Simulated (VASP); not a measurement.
# RbCl (Fm-3m) in VASP: notebook

The runs below take RbCl through single point, with r2SCAN.

Program: VASP 6.6.1. These are calculated values, not measurements. Logs are shortened: lines on timing, memory, paths and dates and some standing lists are left out, and cuts for length are marked.

## 1. The cell of the first run

The structure is cubic, space group Fm-3m (No. 225). The conventional cell has a = 6.524 Å, b = 6.524 Å, c = 6.524 Å, α = 90.00°, β = 90.00°, γ = 90.00°. Within 4.3 Å of Rb (site symmetry m-3m) lie 6 Cl at 3.26 Å. Within 4.3 Å of Cl (site symmetry m-3m) lie 6 Rb at 3.26 Å.

## 2. Single point, r2SCAN (34.72 Å³/atom)

POSCAR reads:

```
RbCl
1.0
    0.0000000000      3.2622058454      3.2622058454
    3.2622058454      0.0000000000      3.2622058454
    3.2622058454      3.2622058454      0.0000000000
Rb Cl
1 1
Direct
    0.5000000000      0.5000000000      0.5000000000
    0.0000000000      0.0000000000      0.0000000000
```

INCAR.step1 reads:

```
SYSTEM = RbCl
PREC = Accurate ; ENCUT = 550
ISMEAR = 0 ; SIGMA = 0.05
LREAL = .FALSE. ; LASPH = .TRUE.
NELM = 120 ; NBANDS = 15
GGA = PE ; ALGO = Normal
EDIFF = 1E-5 ; LWAVE = .TRUE.
LCHARG = .FALSE. ; GGA_COMPAT = .FALSE.
```

INCAR.step2 reads:

```
SYSTEM = RbCl
PREC = Accurate ; ENCUT = 550
EDIFF = 1E-6 ; ISMEAR = 0
SIGMA = 0.05 ; LREAL = .FALSE.
LASPH = .TRUE. ; NELM = 120
ALGO = Normal ; ISIF = 2
LWAVE = .FALSE. ; LCHARG = .FALSE.
METAGGA = R2SCAN ; LMIXTAU = .TRUE.
NBANDS = 15 ; ISTART = 1
GGA_COMPAT = .FALSE.
```

KPOINTS reads:

```
Automatic mesh
0
G
  6 6 6
  0 0 0
```

Potentials or basis: VASP PAW PBE potentials, release 64 (Rb_sv, Cl).

Command:

```
$ cat potpaw_PBE.64/Rb_sv/POTCAR potpaw_PBE.64/Cl/POTCAR > POTCAR
$ cp INCAR.step1 INCAR
$ mpirun -np 1 vasp_std > vasp.out
$ cp INCAR.step2 INCAR
$ mpirun -np 1 vasp_std > vasp.out
```

OUTCAR:

```text
SYSTEM = RbCl
   PREC = Accurate
   ENCUT = 550
   EDIFF = 1E-6
   ISMEAR = 0
   LREAL = .FALSE.
   LASPH = .TRUE.
   NELM = 120
   ISIF = 2
   METAGGA = R2SCAN
   ISTART = 1

 ion  position               nearest neighbor table
   1  0.500  0.500  0.500-   2 3.26   2 3.26   2 3.26   2 3.26   2 3.26   2 3.26
   2  0.000  0.000  0.000-   1 3.26   1 3.26   1 3.26   1 3.26   1 3.26   1 3.26

  LATTYP: Found a face centered cubic cell.
 ALAT       =     6.5244116908

  Lattice vectors:

 A1 = (   0.0000000000,   3.2622058454,   3.2622058454)
 A2 = (   3.2622058454,   0.0000000000,   3.2622058454)
 A3 = (   3.2622058454,   3.2622058454,   0.0000000000)

Analysis of symmetry for initial positions (statically):
=====================================================================
 Subroutine PRICEL returns:
 Original cell was already a primitive cell.

 Routine SETGRP: Setting up the symmetry group for a
 face centered cubic supercell.

 Subroutine GETGRP returns: Found 48 space group operations
 (whereof 48 operations were pure point group operations)
 out of a pool of 48 trial point group operations.

The static configuration has the point symmetry O_h .

Analysis of symmetry for dynamics (positions and initial velocities):
=====================================================================
 Subroutine PRICEL returns:
 Original cell was already a primitive cell.

 Routine SETGRP: Setting up the symmetry group for a
 face centered cubic supercell.

 Subroutine GETGRP returns: Found 48 space group operations
 (whereof 48 operations were pure point group operations)
 out of a pool of 48 trial point group operations.

The dynamic configuration has the point symmetry O_h .

 Subroutine INISYM returns: Found 48 space group operations
 (whereof 48 operations are pure point group operations),
 and found     1 'primitive' translations

----------------------------------------------------------------------------------------

                                     Primitive cell

  volume of cell :      69.4327

  direct lattice vectors                    reciprocal lattice vectors
     0.000000000  3.262205845  3.262205845    -0.153270524  0.153270524  0.153270524
     3.262205845  0.000000000  3.262205845     0.153270524 -0.153270524  0.153270524
     3.262205845  3.262205845  0.000000000     0.153270524  0.153270524 -0.153270524

  length of vectors
     4.613455750  4.613455750  4.613455750     0.265472335  0.265472335  0.265472335

  position of ions in fractional coordinates (direct lattice)
     0.500000000  0.500000000  0.500000000
     0.000000000  0.000000000  0.000000000

  ion indices of the primitive-cell ions
   primitive index   ion index
                 1           1
                 2           2

----------------------------------------------------------------------------------------

 KPOINTS: Automatic mesh

Automatic generation of k-mesh.
 Grid dimensions read from file:
 generate k-points for:    6    6    6

 Generating k-lattice:

  Cartesian coordinates                     Fractional coordinates (reciprocal lattice)
    -0.025545087  0.025545087  0.025545087     0.166666667  0.000000000  0.000000000
     0.025545087 -0.025545087  0.025545087     0.000000000  0.166666667  0.000000000
     0.025545087  0.025545087 -0.025545087     0.000000000  0.000000000  0.166666667

  Length of vectors
     0.044245389  0.044245389  0.044245389

  Shift w.r.t. Gamma in fractional coordinates (k-lattice)
     0.000000000  0.000000000  0.000000000

 Subroutine IBZKPT returns following result:
 ===========================================

 Found     16 irreducible k-points:

 Following reciprocal coordinates:
            Coordinates               Weight
  0.000000  0.000000  0.000000      1.000000
  0.166667  0.000000  0.000000      8.000000
  0.333333  0.000000  0.000000      8.000000
  0.500000  0.000000  0.000000      4.000000
  0.166667  0.166667  0.000000      6.000000
  0.333333  0.166667  0.000000     24.000000
[... 8 lines left out ...]
 -0.333333  0.333333  0.166667     24.000000
 -0.333333  0.500000  0.166667     12.000000
   k-points           NKPTS =     16   k-points in BZ     NKDIM =     16   number of bands    NBANDS=     15
   number of dos      NEDOS =    301   number of ions     NIONS =      2
   total plane-waves  NPLWV =  46656
   dimension x,y,z NGX =    36 NGY =   36 NGZ =   36
   dimension x,y,z NGXF=    72 NGYF=   72 NGZF=   72
   ions per type =               1   1
   NGX,Y,Z   is equivalent  to a cutoff of  12.97, 12.97, 12.97 a.u.
   NGXF,Y,Z  is equivalent  to a cutoff of  25.95, 25.95, 25.95 a.u.
 SYSTEM =  RbCl
   PREC   = accura    normal or accurate (medium, high low for compatibility)
   ISTART =      1    job   : 0-new  1-cont  2-samecut
   ICHARG =      0    charge: 1-file 2-atom 10-const
   ISPIN  =      1    spin polarized calculation?
   LNONCOLLINEAR =      F non collinear calculations
   LSORBIT =      F    spin-orbit coupling
   LASPH  =      T    aspherical Exc in radial PAW
   ENCUT  =  550.0 eV  40.42 Ry    6.36 a.u.   8.82  8.82  8.82*2*pi/ulx,y,z
   NELM   =    120;   NELMIN=  2; NELMDL=  0     # of ELM steps
   EDIFF  = 0.1E-05   stopping-criterion for ELM
   LREAL  =      F    real-space projection
   EDIFFG = 0.1E-04   stopping-criterion for IOM
   NSW    =      0    number of steps for IOM
   IBRION =     -1    ionic relax: 0-MD 1-quasi-New 2-CG
   NFREE  =      0    steps in history (QN), initial steepest desc. (CG)
   ISIF   =      2    stress and relaxation
   ISYM   =      2    0-nonsym 1-usesym 2-fastsym
   POTIM  = 0.5000    time-step for ionic-motion
   TEBEG  =    0.0;   TEEND  =   0.0 temperature during run
   PSTRESS=    0.0 pullay stress
   NELECT =      16.0000    total number of electrons
   NUPDOWN=      -1.0000    fix difference up-down
   EMIN   =  10.00;   EMAX   =-10.00  energy-range for DOS
   EFERMI =   0.00;   METHOD = LEGACY
   ISMEAR =     0;   SIGMA  =   0.05  broadening in eV -4-tet -1-fermi 0-gaus
   EFERMI_NEDOS =   21; number of points for ismear=-14 and -15
   IALGO  =     38    algorithm
   IMIX   =      4    mixing-type and parameters
     AMIX     =   0.40;   BMIX     =  1.00
     AMIX_MAG =   1.60;   BMIX_MAG =  1.00
  volume/ion in A,a.u.               =      34.72       234.28
  Fermi-wavevector in a.u.,A,eV,Ry     =   1.003676  1.896672 13.706035  1.007365
  Thomas-Fermi vector in A             =   2.136243
   LORBIT       =      0    0 simple, 1 ext, 2 COOP (PROOUT), +10 PAW based schemes
   METAGGA = R2SCAN    functional components
   LHFCALC =     F    Hartree Fock is set to
   AEXX    =    0.0000 exact exchange contribution
   IVDW    =     0    specifies the selected vdW correction
   LEPSILON=     F    determine dielectric tensor
   LRPA    =     F    only Hartree local field effects (RPA)
 non-spin polarized calculation
 Gauss-broadening in eV      SIGMA  =   0.05
  energy-cutoff  :      550.00
  volume of cell :       69.43
 maximum number of plane-waves:      2085
   NGX = 17   NGY = 17   NGZ = 17

 number of electron      16.0000000 magnetization

 Free energy of the ion-electron system (eV)
  ---------------------------------------------------
  ext. energy  EPLUGINS =         0.00000000
  ---------------------------------------------------
  free energy    TOTEN  =       -24.37836970 eV

  energy without entropy =      -24.37836970  energy(sigma->0) =      -24.37836970

 E-fermi :  -1.9828     XC(G=0):  -7.8957

 val. band max:       -2.1982608527   @ k =   0.0000   0.0000   0.0000
 cond. band min:       3.4884518546   @ k =   0.0000   0.0000   0.0000
 fundamental gap:      5.6867127073
 Fermi energy:        -1.9827798270

 k-point     1 :       0.0000    0.0000    0.0000
  band No.  band energies     occupation
      1     -26.7742      2.00000
      2     -14.7687      2.00000
      3     -10.2767      2.00000
      4     -10.2767      2.00000
      5     -10.2767      2.00000
      6      -2.1983      2.00000
      7      -2.1983      2.00000
      8      -2.1983      2.00000
      9       3.4885      0.00000
     10       6.4285      0.00000
     11       6.4285      0.00000
     12       6.4285      0.00000
     13       7.6195      0.00000
     14       7.6195      0.00000
     15      10.2869      0.00000

 k-point     2 :       0.1667    0.0000    0.0000
  band No.  band energies     occupation
      1     -26.7694      2.00000
      2     -14.7861      2.00000
      3     -10.2794      2.00000
      4     -10.2794      2.00000
      5     -10.2678      2.00000
      6      -2.4573      2.00000
      7      -2.2921      2.00000
      8      -2.2921      2.00000
      9       4.1211      0.00000
     10       6.2001      0.00000
     11       6.7965      0.00000
     12       6.7965      0.00000
     13       8.0564      0.00000
     14       8.0564      0.00000
     15      11.4640      0.00000

 k-point     3 :       0.3333    0.0000    0.0000
  band No.  band energies     occupation
      1     -26.7600      2.00000
      2     -14.8204      2.00000
      3     -10.2848      2.00000
      4     -10.2848      2.00000
      5     -10.2506      2.00000
      6      -2.8938      2.00000
      7      -2.4700      2.00000
      8      -2.4700      2.00000
      9       5.4484      0.00000
     10       6.1792      0.00000
     11       7.8202      0.00000
     12       7.8202      0.00000
     13       9.1561      0.00000
     14       9.1561      0.00000
     15      11.6978      0.00000
[... 199 lines left out ...]
 k-point    15 :      -0.3333    0.3333    0.1667
  band No.  band energies     occupation
      1     -26.7512      2.00000
      2     -14.7762      2.00000
      3     -10.4291      2.00000
      4     -10.4208      2.00000
      5     -10.2624      2.00000
      6      -2.7546      2.00000
      7      -2.4756      2.00000
      8      -2.4664      2.00000
      9       6.0449      0.00000
     10       6.1275      0.00000
     11       8.2884      0.00000
     12       8.4581      0.00000
     13       9.7049      0.00000
     14      10.4867      0.00000
     15      10.7689      0.00000

 k-point    16 :      -0.3333    0.5000    0.1667
  band No.  band energies     occupation
      1     -26.7499      2.00000
      2     -14.7464      2.00000
      3     -10.5174      2.00000
      4     -10.4311      2.00000
      5     -10.2923      2.00000
      6      -2.5679      2.00000
      7      -2.4848      2.00000
      8      -2.3765      2.00000
      9       5.1844      0.00000
     10       6.9471      0.00000
     11       7.6021      0.00000
     12       8.6850      0.00000
     13       9.6597      0.00000
     14      10.4843      0.00000
     15      11.0035      0.00000

------------------------ aborting loop because EDIFF is reached ----------------------------------------

  FORCE on cell =-STRESS in cart. coord.  units (eV):
  Direction    XX          YY          ZZ          XY          YZ          ZX
  --------------------------------------------------------------------------------------
  -------------------------------------------------------------------------------------
  Total        0.3378187      0.3378187      0.3378187      0.0000000      0.0000000     -0.0000000
  in kB        7.7952528      7.7952528      7.7952528      0.0000000      0.0000000     -0.0000000
  external PRESSURE =       7.7952528 kB  Pullay stress =       0.0000000 kB

 VOLUME and BASIS-vectors are now :
 -----------------------------------------------------------------------------
  energy-cutoff  :      550.00
  volume of cell :       69.43
      direct lattice vectors                 reciprocal lattice vectors
     0.000000000  3.262205845  3.262205845    -0.153270524  0.153270524  0.153270524
     3.262205845  0.000000000  3.262205845     0.153270524 -0.153270524  0.153270524
     3.262205845  3.262205845  0.000000000     0.153270524  0.153270524 -0.153270524

 POSITION                                       TOTAL-FORCE (eV/Angst)
 -----------------------------------------------------------------------------------
      3.26221      3.26221      3.26221         0.000000      0.000000      0.000000
      0.00000      0.00000      0.00000         0.000000      0.000000     -0.000000
 -----------------------------------------------------------------------------------
    total drift:                                0.000000      0.000000      0.000000

  FREE ENERGIE OF THE ION-ELECTRON SYSTEM (eV)
  ---------------------------------------------------
  free  energy   TOTEN  =       -24.3783697041 eV

  energy  without entropy=      -24.3783697041  energy(sigma->0) =      -24.37836970
```

It took 64 s on 1 thread of Intel Xeon Platinum 8488C (Sapphire Rapids), shared host; peak memory 0.21 GiB.

Results:

```yaml
Free_energy: -24.3784 eV
Pressure: 0.8 GPa
Band_gap_on_the_k_mesh: 5.69 eV
```

Levels at points of the mesh, in eV from the valence-band top:
```csv
k point,band 6,band 7,band 8,band 9,band 10,band 11
"(0.00, 0.00, 0.00)",0.00,0.00,0.00,5.69,8.63,8.63
"(0.50, 0.00, 0.00)",-0.89,-0.36,-0.36,8.31,8.63,11.00
"(0.50, 0.50, 0.00)",-0.32,-0.10,-0.10,6.64,9.03,10.37
```

Caveat: the PAW data sets were made with another functional, which shifts forces and pressure a little.

## 3. Single point, r2SCAN (35.44 Å³/atom)

This run uses another cell than the first one, of 35.44 Å³/atom.

POSCAR reads:

```
RbCl
1.0
    0.0000000000      3.2847045277      3.2847045277
    3.2847045277      0.0000000000      3.2847045277
    3.2847045277      3.2847045277      0.0000000000
Rb Cl
1 1
Direct
    0.5000000000      0.5000000000      0.5000000000
    0.0000000000      0.0000000000      0.0000000000
```

INCAR.step1 reads:

```
SYSTEM = RbCl
PREC = Accurate
ENCUT = 550
ISMEAR = 0
SIGMA = 0.05
LREAL = .FALSE.
LASPH = .TRUE.
NELM = 120
NBANDS = 15
GGA = PE
ALGO = Normal
EDIFF = 1E-5
LWAVE = .TRUE.
LCHARG = .FALSE.
GGA_COMPAT = .FALSE.
```

INCAR.step2 reads:

```
SYSTEM = RbCl
PREC = Accurate
ENCUT = 550
EDIFF = 1E-6
ISMEAR = 0
SIGMA = 0.05
LREAL = .FALSE.
LASPH = .TRUE.
NELM = 120
ALGO = Normal
ISIF = 2
LWAVE = .FALSE.
LCHARG = .FALSE.
METAGGA = R2SCAN
LMIXTAU = .TRUE.
NBANDS = 15
ISTART = 1
GGA_COMPAT = .FALSE.
```

KPOINTS reads:

```
regular mesh
0
G
  6 6 6
  0 0 0
```

Potentials or basis: VASP PAW PBE potentials, release 64 (Rb_sv, Cl).

Command:

```
$ cat potpaw_PBE.64/Rb_sv/POTCAR potpaw_PBE.64/Cl/POTCAR > POTCAR
$ cp INCAR.step1 INCAR
$ mpirun -np 1 vasp_std > vasp.out
$ cp INCAR.step2 INCAR
$ mpirun -np 1 vasp_std > vasp.out
```

Wall time 59 s (1 thread of Intel Xeon Platinum 8488C (Sapphire Rapids), shared host); peak memory 0.21 GiB.

The run converged. Its results:

| Quantity | Value |
| --- | --- |
| Free energy | -24.3837 eV |
| Pressure | 0.4 GPa |
| Band gap on the k mesh | 5.62 eV |

Levels at points of the mesh, in eV from the valence-band top:
| k point | band 4 | band 5 | band 6 | band 7 | band 8 | band 9 | band 10 | band 11 | band 12 | band 13 |
| --- | --- | --- | --- | --- | --- | --- | --- | --- | --- | --- |
| (0.00, 0.00, 0.00) | -8.13 | -8.13 | 0.00 | 0.00 | 0.00 | 5.62 | 8.62 | 8.62 | 8.62 | 9.79 |
| (0.50, 0.00, 0.00) | -8.14 | -8.10 | -0.85 | -0.34 | -0.34 | 8.24 | 8.55 | 10.93 | 10.93 | 12.10 |
| (0.50, 0.50, 0.00) | -8.23 | -8.23 | -0.32 | -0.10 | -0.10 | 6.66 | 8.94 | 10.25 | 10.96 | 11.37 |

Caveat: the PAW data sets were made with another functional, which shifts forces and pressure a little.
